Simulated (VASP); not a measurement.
Cu:

```
Cu
1.0
     0.00000    1.80750    1.80750
     1.80750    0.00000    1.80750
     1.80750    1.80750    0.00000
Cu
1
Direct
  0.00000 0.00000 0.00000
```

- Program: VASP 6.6.1
- Task: relaxation of cell and atoms
- Functional: r2SCAN
- Potentials or basis: VASP PAW PBE potentials, release 64 (Cu)
- Cutoff: 600 eV
- k mesh: 18 × 18 × 18
- Occupations: fermi-dirac, width 0.05 eV
- Spin: no spin polarisation

At the start: pressure -4.1 GPa; volume 11.81 Å³/atom.

Task: How do energy, volume and symmetry change on relaxing?

Result: Over 8 steps the energy falls by 4.1 meV/atom and the volume is 11.49 Å³/atom (-2.7 %); space group Fm-3m (No. 225, to 0.05 Å).

The path:
```tsv
step	energy change (eV)	largest force (eV/Å)	pressure (GPa)	volume (Å³)
1	0.0000	0.0000	-4.13	11.81
2	-0.0024	0.0000	2.74	11.30
3	-0.0041	0.0000	-0.03	11.50
4	-0.0041	0.0000	-0.03	11.49
5	-0.0037	0.0000	1.27	11.39
6	-0.0041	0.0000	0.07	11.48
7	-0.0041	0.0000	-0.05	11.49
8	-0.0041	0.0000	-0.03	11.49
```

Final structure:
```xyz
1
Lattice="0.0000 1.7911 1.7911 1.7911 0.0000 1.7911 1.7911 1.7911 0.0000" Properties=species:S:1:pos:R:3 pbc="T T T"
Cu    0.0000    0.0000    0.0000
```

Caveat: the PAW data sets were made with another functional, which shifts forces and pressure a little.
